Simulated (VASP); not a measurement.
NiO:

```
Ni O
1.0
     0.00000    2.07190    2.07190
     2.07190    0.00000    2.07190
     2.07190    2.07190    0.00000
Ni O
1 1
Cartesian
  0.0000 0.0000 0.0000
  2.0719 2.0719 2.0719
```

Base run:

```yaml
Program: VASP 6.6.1
Functional: PBE
Potentials_or_basis: VASP PAW PBE potentials, release 64 (Ni, O)
Cutoff: 520 eV
k_mesh: 11 × 11 × 11
Occupations: fermi-dirac, width 0.05 eV
Spin: collinear spin, ferromagnetic start
Starting_moments: "[1.0, 0.0] μB"
```

Its results: pressure 8.9 GPa; net moment 1.59 μB per cell; site moments Ni +1.32; O +0.23 μB.

Q: After a change of settings the same cell gave: pressure 14.9 GPa; net moment 1.70 μB per cell; site moments Ni +1.41; O +0.26 μB. Which change was it?
A. functional from PBE to revPBE
B. functional from PBE to revPBE; dispersion from none to D4
C. potentials or basis from VASP PAW PBE potentials, release 64 (Ni, O) to VASP PAW PBE potentials, release 64 (Ni_sv_GW, O); cutoff from 520 eV to 600 eV; further incar settings from ALGO = Normal; EDIFF = 1e-07; NBANDS = 19 to ALGO = Normal; EDIFF = 1e-06; NBANDS = 23; valence electrons from 16 to 24
D. dispersion from none to D3(BJ)

A: A.

revPBE binds less tightly than PBE, so the same cell stands under more pressure.

Caveats: a cell with one magnetic atom can't hold antiferromagnetic order, which such compounds often take; the PAW data sets were made with another functional, which shifts forces and pressure a little (some runs).
